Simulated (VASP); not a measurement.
A run of VASP 6.6.1:

Contents of INCAR:

```
SYSTEM = Ru
PREC = Accurate
ENCUT = 500
EDIFF = 1E-6
ISMEAR = -1
SIGMA = 0.1
LREAL = .False.
LASPH = .True.
NELM = 200
ALGO = Normal
ISIF = 2
LWAVE = .False.
LCHARG = .False.
ISPIN = 2
MAGMOM = 0
LORBIT = 11
LMAXMIX = 4
GGA = PE
NBANDS = 17
GGA_COMPAT = .False.
```

The input KPOINTS:

```
regular mesh
0
Gamma
  8 8 8
  0 0 0
```

The input POSCAR:

```
Ru
1.0
    0.0000000000      1.8515930000      1.8515930000
    1.8515930000      0.0000000000      1.8515930000
    1.8515930000      1.8515930000      0.0000000000
Ru
1
Direct
    0.0000000000      0.0000000000      0.0000000000
```

Potentials or basis: VASP PAW PBE potentials, release 64 (Ru_pv).

The run is started by

```sh
$ cat potpaw_PBE.64/Ru_pv/POTCAR > POTCAR
$ mpirun -np 1 vasp_std > vasp.out
```

Hardware: 1 thread of AMD EPYC 7R13, with other jobs on the host.

How long does it take, and how much memory?

Wall time 33 s on 1 thread of AMD EPYC 7R13 (shared host), peak memory 0.1 GiB. Counts: scf iterations 10, k points 29.
